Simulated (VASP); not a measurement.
Set up this calculation in VASP 6.6.1, as the native input.

| Property | Result |
| --- | --- |
| Task | single point |
| Functional | LDA |
| Potentials or basis | VASP PAW LDA potentials, release 64 (Sn_d) |
| Cutoff | 520 eV |
| k mesh | 9 × 9 × 9 |
| Occupations | fermi-dirac, width 0.05 eV |
| Spin | no spin polarisation |
| Dipole correction | no |
| Further INCAR settings | ALGO = Normal; EDIFF = 1e-06; NBANDS = 21 |

The structure of Sn lies in POSCAR:

```
Sn
1.0
   -2.9004039564      2.9004039564      1.5776871502
    2.9004039564     -2.9004039564      1.5776871502
    2.9004039564      2.9004039564     -1.5776871502
Sn
2
Direct
    0.0000000000      0.0000000000      0.0000000000
    0.7500000000      0.2500000000      0.5000000000
```

One way to write it, as run:

INCAR

```
PREC = Accurate
ENCUT = 520
EDIFF = 1E-6
ISMEAR = -1
SIGMA = 0.05
LREAL = F
LASPH = T
NELM = 80
ALGO = Normal
ISIF = 2
LWAVE = F
LCHARG = F
GGA = CA
NBANDS = 21
```

KPOINTS

```
regular mesh
0
Gamma
  9 9 9
```

Potentials or basis: VASP PAW LDA potentials, release 64 (Sn_d).

Launch:

```console
$ cat potpaw_LDA.64/Sn_d/POTCAR > POTCAR
$ mpirun -np 1 vasp_std > vasp.out
```

It gave:

- Pressure: -0.8 GPa
- Band gap on the k mesh: zero (bands 14 and 15 overlap by 4.12 eV)

Caveat: spin-orbit coupling is left out, which moves the levels of the heavy elements.

It took 110 s on 1 thread of Intel Xeon 8259CL (shared host), peak memory 0.21 GiB.
